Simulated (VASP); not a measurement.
Runs of VASP 6.6.1 on CaO. Symmetry: Fm-3m, No. 225, cubic system. The conventional cell has a = 4.795 Å, b = 4.795 Å, c = 4.795 Å, α = 90.00°, β = 90.00°, γ = 90.00°. Ca (site symmetry m-3m) has 6 O at 2.40 Å within 3.2 Å. O (site symmetry m-3m) has 6 Ca at 2.40 Å within 3.2 Å. 

| level | potentials or basis | k mesh | smearing | gap on the mesh (eV) | pressure (GPa) |
| --- | --- | --- | --- | --- | --- |
| LDA | VASP PAW LDA potentials, release 64 (Ca_sv, O) | 4 × 4 × 4 | gaussian 0.01 eV | 3.45 | (a) |
| PBE | VASP PAW PBE potentials, release 64 (Ca_sv, O) | 6 × 6 × 6 | methfessel-paxton 0.001 eV | 3.63 | 2.9 |
| PBE | VASP PAW PBE potentials, release 64 (Ca_sv, O) | 6 × 6 × 6 | gaussian 0.01 eV | 3.63 | 2.9 |
| PBE | VASP PAW PBE potentials, release 64 (Ca_sv, O) | 6 × 6 × 6, shifted | gaussian 0.01 eV | 3.97 | 2.9 |

Alike in all rows: task single point; no spin polarisation; cell as given; cutoff (eV) 600.

Task: Fill in the values left out.

Result: (a) -5.6.

Caveats: some runs use coarse meshes; a shifted mesh leaves out Γ, where band edges can lie (at least some runs).

A k mesh can miss the band edges.
